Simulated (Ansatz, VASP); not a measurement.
# Two plane-wave programs on Ti2C

```
Ti C
1.0
     0.00000    4.31690    4.31690
     4.31690    0.00000    4.31690
     4.31690    4.31690    0.00000
Ti C
8 4
Cartesian
  3.2969 5.3369 5.3369
  3.2969 3.2969 3.2969
  5.3369 5.3369 3.2969
  5.4554 7.4953 5.4554
  7.4953 7.4953 7.4953
  7.4953 5.4554 5.4554
  5.4554 5.4554 7.4953
  5.3369 3.2969 5.3369
  5.3961 5.3961 5.3961
  5.3961 3.2377 3.2377
  3.2377 3.2377 5.3961
  3.2377 5.3961 3.2377
```

Alike in both runs: functional PBEsol; k mesh 8 × 8 × 8; occupations gaussian, width 0.1 eV; no spin polarisation.

Ansatz relaxed the structure, and its values are those at the end. VASP's run is a single point on that final structure, the one shown.

|  | VASP | Ansatz |
| --- | --- | --- |
| version | VASP 6.6.1 | Ansatz 0.2.0 |
| potentials or method | VASP PAW PBE potentials, release 64 (Ti_sv, C), cutoff 520 eV | scalar-relativistic, plane waves, PAW |
| valence electrons in the cell | 112 | 112 |

```csv
,VASP,Ansatz,Ansatz less VASP
gap on the k mesh at the Fermi level (eV),none,none,-
pressure (GPa),-4.0,-4.2,-0.16
rms of the force components (eV/Å),0.011,0.000,-0.0112
```

VASP's potentials were made for PBE, not for PBEsol. A gap of «none» marks a metal or a gap that the smearing closes. Ansatz's warnings: stress scf threshold loose.
